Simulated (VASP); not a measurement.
# La (P6_3/mmc) in VASP: a series of runs, part 2 of 3

VASP 6.6.1. The steps go on from the part before.

### 3 Single point, PBEsol+U

POSCAR

```
La
1.0
    3.7500000000      0.0000000000      0.0000000000
   -1.8750000000      3.2475952642      0.0000000000
    0.0000000000      0.0000000000      6.0700000000
La
2
Direct
    0.6666666667      0.3333333333      0.7500000000
    0.3333333333      0.6666666667      0.2500000000
```

INCAR.step1

```
PREC     = Accurate       # precision mode
ENCUT    = 520            # plane-wave cutoff, eV
EDIFF    = 1E-6           # SCF threshold, eV
ISMEAR   = -1             # smearing method
SIGMA    = 0.05           # smearing width, eV
LREAL    = False          # projectors in reciprocal space
LASPH    = True           # aspherical terms in the spheres
NELM     = 150            # most SCF steps
ALGO     = Normal         # electronic algorithm
ISIF     = 2              # what is computed and relaxed
LWAVE    = False          # write WAVECAR
LCHARG   = True           # write CHGCAR
LMAXMIX  = 6              # l up to which the mixer works
LDAU     = True           # DFT+U
LDAUTYPE = 2            
LDAUL    = 3              # shell
LDAUU    = 3              # U, eV
LDAUJ    = 0            
LDAUPRINT= 1            
GGA      = PS             # functional
NBANDS   = 18             # bands
```

KPOINTS.step1

```
Automatic mesh
0
Gamma
  8 8 5
```

INCAR.step2

```
PREC     = Accurate       # precision mode
ENCUT    = 520            # plane-wave cutoff, eV
EDIFF    = 1E-6           # SCF threshold, eV
ISMEAR   = -5             # smearing method
SIGMA    = 0.05           # smearing width, eV
LREAL    = False          # projectors in reciprocal space
LASPH    = True           # aspherical terms in the spheres
NELM     = 150            # most SCF steps
ALGO     = Normal         # electronic algorithm
ISIF     = 2              # what is computed and relaxed
LWAVE    = False          # write WAVECAR
LCHARG   = False          # write CHGCAR
LMAXMIX  = 6              # l up to which the mixer works
LDAU     = True           # DFT+U
LDAUTYPE = 2            
LDAUL    = 3              # shell
LDAUU    = 3              # U, eV
LDAUJ    = 0            
LDAUPRINT= 1            
GGA      = PS             # functional
LORBIT   = 11             # projections on sites
NEDOS    = 2001           # points of the DOS
ICHARG   = 11             # starting density
```

KPOINTS.step2

```
Automatic mesh
0
Gamma
  12 12 8
```

Potentials or basis: VASP PAW PBE potentials, release 64 (La).

Run with:

```console
$ cat potpaw_PBE.64/La/POTCAR > POTCAR
$ cp INCAR.step1 INCAR
$ cp KPOINTS.step1 KPOINTS
$ mpirun -np 1 vasp_std > vasp.out
$ cp INCAR.step2 INCAR
$ cp KPOINTS.step2 KPOINTS
$ mpirun -np 1 vasp_std > vasp.out
```

OUTCAR:

```text
PREC = Accurate
   ENCUT = 520
   EDIFF = 1E-6
   ISMEAR = -5
   LREAL = False
   LASPH = True
   NELM = 150
   ISIF = 2
   GGA = PS
   LORBIT = 11
   ICHARG = 11

 ion  position               nearest neighbor table
   1  0.667  0.333  0.750-
   2  0.333  0.667  0.250-

  LATTYP: Found a hexagonal cell.
 ALAT       =     3.7500000000
 C/A-ratio  =     1.6186666667

  Lattice vectors:

 A1 = (   3.7500000000,   0.0000000000,   0.0000000000)
 A2 = (  -1.8750000000,   3.2475952642,   0.0000000000)
 A3 = (   0.0000000000,   0.0000000000,   6.0700000000)

Analysis of symmetry for initial positions (statically):
=====================================================================
 Subroutine PRICEL returns:
 Original cell was already a primitive cell.

 Routine SETGRP: Setting up the symmetry group for a
 hexagonal supercell.

 Subroutine GETGRP returns: Found 24 space group operations
 (whereof 12 operations were pure point group operations)
 out of a pool of 24 trial point group operations.

The static configuration has the point symmetry D_3d.
 The point group associated with its full space group is D_6h.

Analysis of symmetry for dynamics (positions and initial velocities):
=====================================================================
 Subroutine PRICEL returns:
 Original cell was already a primitive cell.

 Routine SETGRP: Setting up the symmetry group for a
 hexagonal supercell.

 Subroutine GETGRP returns: Found 24 space group operations
 (whereof 12 operations were pure point group operations)
 out of a pool of 24 trial point group operations.

The dynamic configuration has the point symmetry D_3d.
 The point group associated with its full space group is D_6h.

 Subroutine INISYM returns: Found 24 space group operations
 (whereof 12 operations are pure point group operations),
 and found     1 'primitive' translations

[... 222 lines left out ...]
 Free energy of the ion-electron system (eV)
  ---------------------------------------------------
  ext. energy  EPLUGINS =         0.00000000
  ---------------------------------------------------
  free energy    TOTEN  =       -10.42211401 eV

  energy without entropy =      -10.42211401  energy(sigma->0) =      -10.42211401

 E-fermi :   7.8155     XC(G=0):  -9.7102

 val. band max:        7.8863455641   @ k =   0.1667   0.1667   0.5000
 cond. band min:       7.6848814565   @ k =   0.1667   0.1667   0.2500
 fundamental gap:     -0.2014641076
 Fermi energy:         7.8155008812

 k-point     1 :       0.0000    0.0000    0.0000
  band No.  band energies     occupation
      1     -25.1707      2.00000
      2     -24.9657      2.00000
      3      -9.4819      2.00000
      4      -8.2650      2.00000
      5      -8.2650      2.00000
      6      -8.0769      2.00000
      7      -8.0769      2.00000
      8      -8.0508      2.00000
      9       4.5169      2.00000
     10       5.9703      2.00000
     11       9.1298      0.00000
     12       9.1550      0.00000
     13       9.1551      0.00000
     14       9.7461      0.00000
[... 401 lines left out ...]
      2     -24.9183      2.00000
      3      -9.1889      2.00000
      4      -8.9752      2.00000
      5      -8.8789      2.00000
      6      -8.4977      2.00000
      7      -8.2538      2.00000
      8      -8.2150      2.00000
      9       6.1902      2.00000
     10       6.5890      2.00000
     11       7.3653      2.00473
     12       8.2026     -0.01334
     13       9.1407      0.00000
     14       9.2825      0.00000
     15       9.6254      0.00000

 [... further k-points ...]

------------------------ aborting loop because EDIFF is reached ----------------------------------------

  FORCE on cell =-STRESS in cart. coord.  units (eV):
  Direction    XX          YY          ZZ          XY          YZ          ZX
  --------------------------------------------------------------------------------------
  -------------------------------------------------------------------------------------
  Total       -0.3797958     -0.3797958     -0.3662581      0.0000000     -0.0000000      0.0000000
  in kB       -8.2314980     -8.2314980     -7.9380883      0.0000000     -0.0000000      0.0000000
  external PRESSURE =      -8.1336948 kB  Pullay stress =       0.0000000 kB

 VOLUME and BASIS-vectors are now :
 -----------------------------------------------------------------------------
  energy-cutoff  :      520.00
  volume of cell :       73.92
      direct lattice vectors                 reciprocal lattice vectors
     3.750000000  0.000000000  0.000000000     0.266666667  0.153960072  0.000000000
    -1.875000000  3.247595264  0.000000000     0.000000000  0.307920144  0.000000000
     0.000000000  0.000000000  6.070000000     0.000000000  0.000000000  0.164744646

 POSITION                                       TOTAL-FORCE (eV/Angst)
 -----------------------------------------------------------------------------------
      1.87500      1.08253      4.55250        -0.000000      0.000000      0.000000
     -0.00000      2.16506      1.51750         0.000000     -0.000000      0.000000
 -----------------------------------------------------------------------------------
    total drift:                                0.000000     -0.000000      0.000000

  FREE ENERGIE OF THE ION-ELECTRON SYSTEM (eV)
  ---------------------------------------------------
  free  energy   TOTEN  =       -10.4221140091 eV

  energy  without entropy=      -10.4221140091  energy(sigma->0) =      -10.42211401

 total charge

# of ion       s       p       d       f       tot
--------------------------------------------------
    1        2.102   5.543   0.903   0.040   8.587
    2        2.102   5.543   0.903   0.040   8.587
--------------------------------------------------
tot          4.205  11.085   1.805   0.079  17.174
```

Wall time 94 s (1 thread of Intel Xeon Platinum 8488C (Sapphire Rapids), shared host); peak memory 0.26 GiB.

What came out:

```
Valence electrons inside the program's atomic spheres : La 8.59
```

Levels at points of the mesh, in eV from the Fermi level:
```
           k point  band 9  band 10  band 11  band 12  band 13  band 14
(0.00, 0.00, 0.00)   -3.30    -1.85     1.31     1.34     1.34     1.93
(0.50, 0.00, 0.00)   -1.67    -1.24    -1.20     1.17     1.30     1.46
(0.00, 0.00, 0.50)   -1.97    -1.97     0.71     0.71     1.33     1.33
(0.50, 0.00, 0.50)   -1.74    -1.74    -0.43    -0.43     2.27     2.27
```

Eigenvalues of the final occupation matrices:
```csv
site,spin,trace,eigenvalues
site 1 f,1,0.02,0.00 0.00 0.00 0.00 0.00 0.00 0.00
site 1 f,2,0.02,0.00 0.00 0.00 0.00 0.00 0.00 0.00
site 2 f,1,0.02,0.00 0.00 0.00 0.00 0.00 0.00 0.00
site 2 f,2,0.02,0.00 0.00 0.00 0.00 0.00 0.00 0.00
```

Caveat: the PAW data sets were made with another functional, which shifts forces and pressure a little; spin-orbit coupling is left out, which moves the levels of the heavy elements; U without spin polarisation on a metal has little footing; the U is typed as a test and isn't derived for this compound; tetrahedron occupations give inexact forces and stress in metals.

### 4 Single point, PBEsol+U

POSCAR is that of step 3.

INCAR.step1

```
  ALGO = Fast
  EDIFF = 1E-6
  ENCUT = 520
  GGA = PS
  ISIF = 2
  ISMEAR = -1
  LASPH = True
  LCHARG = True
  LDAU = True
  LDAUJ = 0
  LDAUL = 3
  LDAUPRINT = 1
  LDAUTYPE = 2
  LDAUU = 4
  LMAXMIX = 6
  LREAL = False
  LWAVE = False
  NBANDS = 18
  NELM = 150
  PREC = Accurate
  SIGMA = 0.05
```

KPOINTS.step1

```
k-points
0
Gamma
  8 8 5
```

INCAR.step2

```
  ALGO = Fast
  EDIFF = 1E-6
  ENCUT = 520
  GGA = PS
  ICHARG = 11
  ISIF = 2
  ISMEAR = -5
  LASPH = True
  LCHARG = False
  LDAU = True
  LDAUJ = 0
  LDAUL = 3
  LDAUPRINT = 1
  LDAUTYPE = 2
  LDAUU = 4
  LMAXMIX = 6
  LORBIT = 10
  LREAL = False
  LWAVE = False
  NBANDS = 18
  NEDOS = 1001
  NELM = 150
  PREC = Accurate
  SIGMA = 0.05
```

KPOINTS.step2

```
k-points
0
Gamma
  12 12 8
```

Potentials or basis: VASP PAW PBE potentials, release 64 (La).

Run with:

```console
$ cat potpaw_PBE.64/La/POTCAR > POTCAR
$ cp INCAR.step1 INCAR
$ cp KPOINTS.step1 KPOINTS
$ mpirun -np 1 vasp_std > vasp.out
$ cp INCAR.step2 INCAR
$ cp KPOINTS.step2 KPOINTS
$ mpirun -np 1 vasp_std > vasp.out
```

OUTCAR:

```text
EDIFF = 1E-6
   ENCUT = 520
   GGA = PS
   ICHARG = 11
   ISIF = 2
   ISMEAR = -5
   LASPH = True
   LORBIT = 10
   LREAL = False
   NELM = 150
   PREC = Accurate

 ion  position               nearest neighbor table
   1  0.667  0.333  0.750-
   2  0.333  0.667  0.250-

  LATTYP: Found a hexagonal cell.
 ALAT       =     3.7500000000
 C/A-ratio  =     1.6186666667

[... 789 lines left out ...]
  -------------------------------------------------------------------------------------
  Total       -0.2922004     -0.2922004     -0.2238440      0.0000000      0.0000000      0.0000000
  in kB       -6.3330003     -6.3330003     -4.8514787      0.0000000      0.0000000      0.0000000
  external PRESSURE =      -5.8391598 kB  Pullay stress =       0.0000000 kB

 VOLUME and BASIS-vectors are now :
 -----------------------------------------------------------------------------
  energy-cutoff  :      520.00
  volume of cell :       73.92
      direct lattice vectors                 reciprocal lattice vectors
     3.750000000  0.000000000  0.000000000     0.266666667  0.153960072  0.000000000
    -1.875000000  3.247595264  0.000000000     0.000000000  0.307920144  0.000000000
     0.000000000  0.000000000  6.070000000     0.000000000  0.000000000  0.164744646

 POSITION                                       TOTAL-FORCE (eV/Angst)
 -----------------------------------------------------------------------------------
      1.87500      1.08253      4.55250         0.000000      0.000000      0.000000
     -0.00000      2.16506      1.51750        -0.000000      0.000000      0.000000
 -----------------------------------------------------------------------------------
    total drift:                                0.000000     -0.000000      0.000000

  FREE ENERGIE OF THE ION-ELECTRON SYSTEM (eV)
  ---------------------------------------------------
  free  energy   TOTEN  =       -10.3859882685 eV

  energy  without entropy=      -10.3859882685  energy(sigma->0) =      -10.38598827

 total charge

# of ion       s       p       d       f       tot
--------------------------------------------------
    1        2.103   5.544   0.907   0.032   8.585
    2        2.103   5.544   0.907   0.032   8.585
--------------------------------------------------
tot          4.205  11.087   1.813   0.065  17.170
```

OUTCAR.step1:

```text
EDIFF = 1E-6
   ENCUT = 520
   GGA = PS
   ISIF = 2
   ISMEAR = -1
[... 815 lines left out ...]
 -----------------------------------------------------------------------------------
      1.87500      1.08253      4.55250        -0.000000      0.000000      0.000000
     -0.00000      2.16506      1.51750         0.000000     -0.000000      0.000000
 -----------------------------------------------------------------------------------
    total drift:                                0.000000     -0.000000      0.000000

  FREE ENERGIE OF THE ION-ELECTRON SYSTEM (eV)
  ---------------------------------------------------
  free  energy   TOTEN  =       -10.3864891980 eV

  energy  without entropy=      -10.3539053007  energy(sigma->0) =      -10.37019725
```

OSZICAR.step1:

```text
N       E                     dE             d eps       ncg     rms          rms(c)
DAV:   1     0.258113255823E+03    0.25811E+03   -0.79124E+03  1096   0.162E+03
DAV:   2     0.287836830894E+02   -0.22933E+03   -0.22620E+03  1552   0.330E+02
DAV:   3    -0.665013702941E+01   -0.35434E+02   -0.34978E+02  1802   0.151E+02
[... 40 lines left out ...]
RMM:  44    -0.103864843525E+02   -0.16109E-05   -0.18639E-05  1241   0.306E-02    0.608E-03
RMM:  45    -0.103864861420E+02   -0.17895E-05   -0.17809E-05  1211   0.301E-02    0.661E-03
RMM:  46    -0.103864873762E+02   -0.12342E-05   -0.12646E-05  1202   0.293E-02    0.735E-03
RMM:  47    -0.103864883847E+02   -0.10085E-05   -0.11844E-05  1149   0.277E-02    0.879E-03
RMM:  48    -0.103864891980E+02   -0.81324E-06   -0.86804E-06  1107   0.243E-02
   1 F= -.10386489E+02 E0= -.10370197E+02  d E =-.325839E-01
```

It took 7.2 min on 1 thread of Intel Xeon Platinum 8488C (Sapphire Rapids), shared host; peak memory 0.28 GiB.

What came out:

| Item | Value |
| --- | --- |
| Valence electrons inside the program's atomic spheres | La 8.59 |

Levels at points of the mesh, in eV from the Fermi level:
| k point | band 9 | band 10 | band 11 | band 12 | band 13 | band 14 |
| --- | --- | --- | --- | --- | --- | --- |
| (0.00, 0.00, 0.00) | -3.31 | -1.86 | 1.33 | 1.34 | 1.34 | 1.95 |
| (0.50, 0.00, 0.00) | -1.69 | -1.26 | -1.21 | 1.16 | 1.31 | 1.47 |
| (0.00, 0.00, 0.50) | -1.98 | -1.98 | 0.73 | 0.73 | 1.31 | 1.31 |
| (0.50, 0.00, 0.50) | -1.75 | -1.75 | -0.43 | -0.43 | 2.41 | 2.41 |

Eigenvalues of the final occupation matrices:
```csv
site,spin,trace,eigenvalues
site 1 f,1,0.02,0.00 0.00 0.00 0.00 0.00 0.00 0.00
site 1 f,2,0.02,0.00 0.00 0.00 0.00 0.00 0.00 0.00
site 2 f,1,0.02,0.00 0.00 0.00 0.00 0.00 0.00 0.00
site 2 f,2,0.02,0.00 0.00 0.00 0.00 0.00 0.00 0.00
```

Caveat: the PAW data sets were made with another functional, which shifts forces and pressure a little; spin-orbit coupling is left out, which moves the levels of the heavy elements; U without spin polarisation on a metal has little footing; the U is typed as a test and isn't derived for this compound; tetrahedron occupations give inexact forces and stress in metals.

(Part 2 of 3 ends here.)
